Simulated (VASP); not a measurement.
# CdTe (F-43m) in VASP: notebook

The runs below take CdTe through relaxation of cell and atoms, single point, with revPBE, B3LYP.

All numbers are computed with VASP 6.6.1; they aren't measurements. Logs are shortened: lines on timing, memory, paths and dates and some standing lists are left out, and cuts for length are marked.

## (1) The cell of the first run

Symmetry: F-43m, No. 216, cubic system. Conventional cell: a = 6.410 Å, b = 6.410 Å, c = 6.410 Å, α = 90.00°, β = 90.00°, γ = 90.00°. Within 3.7 Å of Te (site symmetry -43m) lie 4 Cd at 2.78 Å. Within 3.7 Å of Cd (site symmetry -43m) lie 4 Te at 2.78 Å.

## (2) Relaxation of cell and atoms, revPBE

INCAR

```
SYSTEM = CdTe
PREC = Accurate
ENCUT = 600
EDIFF = 1E-7
ISMEAR = -1
SIGMA = 0.05
LREAL = .FALSE.
LASPH = .TRUE.
NELM = 60
ALGO = Normal
ISIF = 3
LWAVE = .FALSE.
LCHARG = .FALSE.
GGA = RE
IBRION = 2
NSW = 80
EDIFFG = -0.02
```

KPOINTS

```
regular mesh
0
G
  7 7 7
  0 0 0
```

POSCAR

```
CdTe
1.0
    0.0000000000      3.2050000000      3.2050000000
    3.2050000000      0.0000000000      3.2050000000
    3.2050000000      3.2050000000      0.0000000000
Te Cd
1 1
Direct
    0.7500000000      0.7500000000      0.7500000000
    0.0000000000      0.0000000000      0.0000000000
```

Potentials or basis: VASP PAW PBE potentials, release 64 (Te, Cd).

Command:

```sh
$ cat potpaw_PBE.64/Te/POTCAR potpaw_PBE.64/Cd/POTCAR > POTCAR
$ mpirun -np 1 vasp_std > vasp.out
```

OUTCAR:

```text
SYSTEM = CdTe
   PREC = Accurate
   ENCUT = 600
   EDIFF = 1E-7
   ISMEAR = -1
   LREAL = .FALSE.
   LASPH = .TRUE.
   NELM = 60
   ISIF = 3
   GGA = RE
   IBRION = 2
   NSW = 80
   EDIFFG = -0.02

 ion  position               nearest neighbor table
   1  0.750  0.750  0.750-   2 2.78   2 2.78   2 2.78   2 2.78
   2  0.000  0.000  0.000-   1 2.78   1 2.78   1 2.78   1 2.78

  LATTYP: Found a face centered cubic cell.
 ALAT       =     6.4100000000

  Lattice vectors:

 A1 = (   0.0000000000,   3.2050000000,   3.2050000000)
 A2 = (   3.2050000000,   0.0000000000,   3.2050000000)
 A3 = (   3.2050000000,   3.2050000000,   0.0000000000)

Analysis of symmetry for initial positions (statically):
=====================================================================
 Subroutine PRICEL returns:
 Original cell was already a primitive cell.

 Routine SETGRP: Setting up the symmetry group for a
 face centered cubic supercell.

 Subroutine GETGRP returns: Found 24 space group operations
 (whereof 24 operations were pure point group operations)
 out of a pool of 48 trial point group operations.

The static configuration has the point symmetry T_d .

Analysis of symmetry for dynamics (positions and initial velocities):
=====================================================================
 Subroutine PRICEL returns:
 Original cell was already a primitive cell.

 Routine SETGRP: Setting up the symmetry group for a
 face centered cubic supercell.

 Subroutine GETGRP returns: Found 24 space group operations
 (whereof 24 operations were pure point group operations)
 out of a pool of 48 trial point group operations.

The dynamic configuration has the point symmetry T_d .

 Subroutine INISYM returns: Found 24 space group operations
 (whereof 24 operations are pure point group operations),
 and found     1 'primitive' translations

----------------------------------------------------------------------------------------

                                     Primitive cell

  volume of cell :      65.8437

  direct lattice vectors                    reciprocal lattice vectors
     0.000000000  3.205000000  3.205000000    -0.156006240  0.156006240  0.156006240
     3.205000000  0.000000000  3.205000000     0.156006240 -0.156006240  0.156006240
     3.205000000  3.205000000  0.000000000     0.156006240  0.156006240 -0.156006240

  length of vectors
     4.532554467  4.532554467  4.532554467     0.270210734  0.270210734  0.270210734

  position of ions in fractional coordinates (direct lattice)
     0.750000000  0.750000000  0.750000000
     0.000000000  0.000000000  0.000000000

  ion indices of the primitive-cell ions
   primitive index   ion index
                 1           1
                 2           2

----------------------------------------------------------------------------------------

 KPOINTS: regular mesh

Automatic generation of k-mesh.
 Grid dimensions read from file:
 generate k-points for:    7    7    7

 Generating k-lattice:

  Cartesian coordinates                     Fractional coordinates (reciprocal lattice)
    -0.022286606  0.022286606  0.022286606     0.142857143  0.000000000  0.000000000
     0.022286606 -0.022286606  0.022286606     0.000000000  0.142857143  0.000000000
     0.022286606  0.022286606 -0.022286606     0.000000000  0.000000000  0.142857143

  Length of vectors
     0.038601533  0.038601533  0.038601533

  Shift w.r.t. Gamma in fractional coordinates (k-lattice)
     0.000000000  0.000000000  0.000000000

 Subroutine IBZKPT returns following result:
 ===========================================

 Found     20 irreducible k-points:

 Following reciprocal coordinates:
            Coordinates               Weight
  0.000000  0.000000  0.000000      1.000000
  0.142857  0.000000  0.000000      8.000000
  0.285714  0.000000  0.000000      8.000000
  0.428571  0.000000  0.000000      8.000000
  0.142857  0.142857  0.000000      6.000000
  0.285714  0.142857  0.000000     24.000000
[... 12 lines left out ...]
 -0.428571  0.428571  0.142857     24.000000
 -0.285714  0.428571  0.142857     24.000000
   k-points           NKPTS =     20   k-points in BZ     NKDIM =     20   number of bands    NBANDS=     13
   number of dos      NEDOS =    301   number of ions     NIONS =      2
   total plane-waves  NPLWV =  46656
   dimension x,y,z NGX =    36 NGY =   36 NGZ =   36
   dimension x,y,z NGXF=    72 NGYF=   72 NGZF=   72
   ions per type =               1   1
   NGX,Y,Z   is equivalent  to a cutoff of  13.20, 13.20, 13.20 a.u.
   NGXF,Y,Z  is equivalent  to a cutoff of  26.41, 26.41, 26.41 a.u.
 SYSTEM =  CdTe
   PREC   = accura    normal or accurate (medium, high low for compatibility)
   ISTART =      0    job   : 0-new  1-cont  2-samecut
   ICHARG =      2    charge: 1-file 2-atom 10-const
   ISPIN  =      1    spin polarized calculation?
   LNONCOLLINEAR =      F non collinear calculations
   LSORBIT =      F    spin-orbit coupling
   LASPH  =      T    aspherical Exc in radial PAW
   ENCUT  =  600.0 eV  44.10 Ry    6.64 a.u.   9.05  9.05  9.05*2*pi/ulx,y,z
   NELM   =     60;   NELMIN=  2; NELMDL= -5     # of ELM steps
   EDIFF  = 0.1E-06   stopping-criterion for ELM
   LREAL  =      F    real-space projection
   EDIFFG = -.2E-01   stopping-criterion for IOM
   NSW    =     80    number of steps for IOM
   IBRION =      2    ionic relax: 0-MD 1-quasi-New 2-CG
   NFREE  =      1    steps in history (QN), initial steepest desc. (CG)
   ISIF   =      3    stress and relaxation
   ISYM   =      2    0-nonsym 1-usesym 2-fastsym
   POTIM  = 0.5000    time-step for ionic-motion
   TEBEG  =    0.0;   TEEND  =   0.0 temperature during run
   PSTRESS=    0.0 pullay stress
   NELECT =      18.0000    total number of electrons
   NUPDOWN=      -1.0000    fix difference up-down
   EMIN   =  10.00;   EMAX   =-10.00  energy-range for DOS
   EFERMI =   0.00;   METHOD = LEGACY
   ISMEAR =    -1;   SIGMA  =   0.05  broadening in eV -4-tet -1-fermi 0-gaus
   EFERMI_NEDOS =   21; number of points for ismear=-14 and -15
   IALGO  =     38    algorithm
   IMIX   =      4    mixing-type and parameters
     AMIX     =   0.40;   BMIX     =  1.00
     AMIX_MAG =   1.60;   BMIX_MAG =  1.00
  volume/ion in A,a.u.               =      32.92       222.17
  Fermi-wavevector in a.u.,A,eV,Ry     =   1.062497  2.007828 15.359610  1.128899
  Thomas-Fermi vector in A             =   2.197950
   LORBIT       =      0    0 simple, 1 ext, 2 COOP (PROOUT), +10 PAW based schemes
   GGA     = RE    functional components
   LHFCALC =     F    Hartree Fock is set to
   AEXX    =    0.0000 exact exchange contribution
   IVDW    =     0    specifies the selected vdW correction
   LEPSILON=     F    determine dielectric tensor
   LRPA    =     F    only Hartree local field effects (RPA)
 conjugate gradient relaxation of ions
 non-spin polarized calculation
  energy-cutoff  :      600.00
  volume of cell :       65.84
 maximum number of plane-waves:      2213
   NGX = 19   NGY = 19   NGZ = 19

--------------------------------------- Ionic step        1  -------------------------------------------

 number of electron      17.9999995 magnetization

 Free energy of the ion-electron system (eV)
  ---------------------------------------------------
  ext. energy  EPLUGINS =         0.00000000
  ---------------------------------------------------
  free energy    TOTEN  =        -4.11692561 eV

  energy without entropy =       -4.11692497  energy(sigma->0) =       -4.11692529

------------------------ aborting loop because EDIFF is reached ----------------------------------------

  FORCE on cell =-STRESS in cart. coord.  units (eV):
  Direction    XX          YY          ZZ          XY          YZ          ZX
  --------------------------------------------------------------------------------------
  -------------------------------------------------------------------------------------
  Total        2.3085874      2.3085874      2.3085874     -0.0000000      0.0000000     -0.0000000
  in kB       56.1749639     56.1749639     56.1749639     -0.0000000      0.0000000     -0.0000000
  external PRESSURE =      56.1749639 kB  Pullay stress =       0.0000000 kB

 VOLUME and BASIS-vectors are now :
 -----------------------------------------------------------------------------
  energy-cutoff  :      600.00
  volume of cell :       65.84
      direct lattice vectors                 reciprocal lattice vectors
     0.000000000  3.205000000  3.205000000    -0.156006240  0.156006240  0.156006240
     3.205000000  0.000000000  3.205000000     0.156006240 -0.156006240  0.156006240
     3.205000000  3.205000000  0.000000000     0.156006240  0.156006240 -0.156006240

 POSITION                                       TOTAL-FORCE (eV/Angst)
 -----------------------------------------------------------------------------------
      4.80750      4.80750      4.80750         0.000000      0.000000      0.000000
      0.00000      0.00000      0.00000        -0.000000     -0.000000     -0.000000
 -----------------------------------------------------------------------------------
    total drift:                                0.000000      0.000000      0.000000

  FREE ENERGIE OF THE ION-ELECTRON SYSTEM (eV)
  ---------------------------------------------------
  free  energy   TOTEN  =        -4.1169256150 eV
[... 17 lines left out ...]
 VOLUME and BASIS-vectors are now :
 -----------------------------------------------------------------------------
  energy-cutoff  :      600.00
  volume of cell :       77.47
      direct lattice vectors                 reciprocal lattice vectors
    -0.000000000  3.383474243  3.383474243    -0.147777097  0.147777097  0.147777097
     3.383474243  0.000000000  3.383474243     0.147777097 -0.147777097  0.147777097
     3.383474243  3.383474243  0.000000000     0.147777097  0.147777097 -0.147777097

 POSITION                                       TOTAL-FORCE (eV/Angst)
 -----------------------------------------------------------------------------------
      5.07521      5.07521      5.07521         0.000000      0.000000      0.000000
      6.76695      3.38347      3.38347        -0.000000     -0.000000     -0.000000
 -----------------------------------------------------------------------------------
    total drift:                                0.000001      0.000001      0.000001

  FREE ENERGIE OF THE ION-ELECTRON SYSTEM (eV)
  ---------------------------------------------------
  free  energy   TOTEN  =        -4.2522385173 eV

  energy  without entropy=       -4.2521854202  energy(sigma->0) =       -4.25221197

--------------------------------------- Ionic step        3  -------------------------------------------

 number of electron      17.9999998 magnetization

 Free energy of the ion-electron system (eV)
  ---------------------------------------------------
  ext. energy  EPLUGINS =         0.00000000
  ---------------------------------------------------
  free energy    TOTEN  =        -4.25929064 eV

  energy without entropy =       -4.25926739  energy(sigma->0) =       -4.25927901

 E-fermi :   1.9377     XC(G=0):  -7.9819

 val. band max:        1.6053974107   @ k =   0.0000   0.0000   0.0000
 cond. band min:       2.1983567179   @ k =   0.0000   0.0000   0.0000
 fundamental gap:      0.5929593072
 Fermi energy:         1.9377027478

 k-point     1 :       0.0000    0.0000    0.0000
  band No.  band energies     occupation
      1      -9.0271      2.00000
      2      -6.4041      2.00000
      3      -6.4041      2.00000
      4      -6.4041      2.00000
      5      -6.2105      2.00000
      6      -6.2105      2.00000
      7       1.6054      1.99741
      8       1.6054      1.99741
      9       1.6054      1.99741
     10       2.1984      0.01083
     11       6.3066      0.00000
     12       6.3066      0.00000
     13       6.3066      0.00000

 k-point     2 :       0.1429    0.0000    0.0000
  band No.  band energies     occupation
      1      -8.9690      2.00000
      2      -6.3937      2.00000
      3      -6.3937      2.00000
      4      -6.3497      2.00000
      5      -6.2111      2.00000
      6      -6.2111      2.00000
      7       0.2808      2.00000
      8       1.4649      1.99984
      9       1.4649      1.99984
     10       3.1791      0.00000
     11       6.3067      0.00000
     12       6.5374      0.00000
     13       6.5374      0.00000
[... 299 lines left out ...]
 VOLUME and BASIS-vectors are now :
 -----------------------------------------------------------------------------
  energy-cutoff  :      600.00
  volume of cell :       74.99
      direct lattice vectors                 reciprocal lattice vectors
    -0.000000000  3.347050996  3.347050996    -0.149385235  0.149385235  0.149385235
     3.347050996  0.000000000  3.347050996     0.149385235 -0.149385235  0.149385235
     3.347050996  3.347050996  0.000000000     0.149385235  0.149385235 -0.149385235

 POSITION                                       TOTAL-FORCE (eV/Angst)
 -----------------------------------------------------------------------------------
      5.02058      5.02058      5.02058        -0.000000      0.000000      0.000000
     -0.00000      0.00000      0.00000         0.000000     -0.000000     -0.000000
 -----------------------------------------------------------------------------------
    total drift:                                0.000001      0.000001      0.000001

  FREE ENERGIE OF THE ION-ELECTRON SYSTEM (eV)
  ---------------------------------------------------
  free  energy   TOTEN  =        -4.2592906413 eV

  energy  without entropy=       -4.2592673875  energy(sigma->0) =       -4.25927901

 reached required accuracy - stopping structural energy minimisation
```

It took 28 s on 1 thread of Intel Xeon 6975P-C (Granite Rapids), shared host; peak memory 0.23 GiB.

What came out:

```yaml
Free_energy: -4.2593 eV
Relaxed_volume: 37.50 Å³/atom
Relaxed_cell: a = 4.733 Å, b = 4.733 Å, c = 4.733 Å, α = 60.00°, β = 60.00°, γ = 60.00°
Space_group_after_relaxing_to_0.1_Å: F-43m (No. 216)
Energy_gained_by_relaxing: 71.2 meV/atom
Ionic_steps: 3
Pressure_after_relaxing: 0.0 GPa
Band_gap_on_the_k_mesh: 0.59 eV
```

Step by step:
```
step  energy change (eV)  largest force (eV/Å)  pressure (GPa)  volume (Å³)
   1              0.0000                0.0000            5.62        65.84
   2             -0.1353                0.0000           -0.91        77.47
   3             -0.1424                0.0000            0.03        74.99
```

Final structure:
```
Te Cd
1.0
     0.00000    3.34705    3.34705
     3.34705    0.00000    3.34705
     3.34705    3.34705    0.00000
Te Cd
1 1
Direct
  0.75000 0.75000 0.75000
  0.00000 0.00000 0.00000
```

Levels at points of the mesh, in eV from the valence-band top:
| k point | band 5 | band 6 | band 7 | band 8 | band 9 | band 10 | band 11 | band 12 | band 13 |
| --- | --- | --- | --- | --- | --- | --- | --- | --- | --- |
| (0.00, 0.00, 0.00) | -7.82 | -7.82 | 0.00 | 0.00 | 0.00 | 0.59 | 4.70 | 4.70 | 4.70 |

Caveat: the PAW data sets were made with another functional, which shifts forces and pressure a little; spin-orbit coupling is left out, which moves the levels of the heavy elements. revPBE gives volumes clearly too large for solids.

(Part 1 of 2 ends here.)
